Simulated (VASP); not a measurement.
Write the native input for VASP 6.6.1 that does the following.

- Task: single point
- Functional: PBE
- Potentials or basis: VASP PAW PBE potentials, release 64 (Se, Zn)
- Cutoff: 520 eV
- k mesh: 14 × 14 × 14
- Occupations: fermi-dirac, width 0.05 eV
- Spin: no spin polarisation
- Dipole correction: no
- Further INCAR settings: ALGO = Normal; EDIFF = 1e-06; NBANDS = 16

The structure of ZnSe lies in POSCAR:

```
ZnSe
1.0
    0.0000000000      2.8338000000      2.8338000000
    2.8338000000      0.0000000000      2.8338000000
    2.8338000000      2.8338000000      0.0000000000
Se Zn
1 1
Direct
    0.7500000000      0.7500000000      0.7500000000
    0.0000000000      0.0000000000      0.0000000000
```

One way to write it, as run:

INCAR

```
SYSTEM = ZnSe
PREC = Accurate
ENCUT = 520
EDIFF = 1E-6
ISMEAR = -1
SIGMA = 0.05
LREAL = .False.
LASPH = .True.
NELM = 80
ALGO = Normal
ISIF = 2
LWAVE = .False.
LCHARG = .False.
GGA = PE
NBANDS = 16
```

KPOINTS

```
Automatic mesh
0
Gamma
  14 14 14
  0 0 0
```

Potentials or basis: VASP PAW PBE potentials, release 64 (Se, Zn).

Launch:

```console
$ cat potpaw_PBE.64/Se/POTCAR potpaw_PBE.64/Zn/POTCAR > POTCAR
$ mpirun -np 1 vasp_std > vasp.out
```

It gave:

```
Pressure               : 2.3 GPa
Band gap on the k mesh : 1.29 eV
```

Run time: 88 s on 1 thread of Intel(R) Xeon(R) Platinum 8259CL CPU @ 2.50GHz (Skylake/Cascade Lake), on a shared host, peak memory 0.22 GiB.
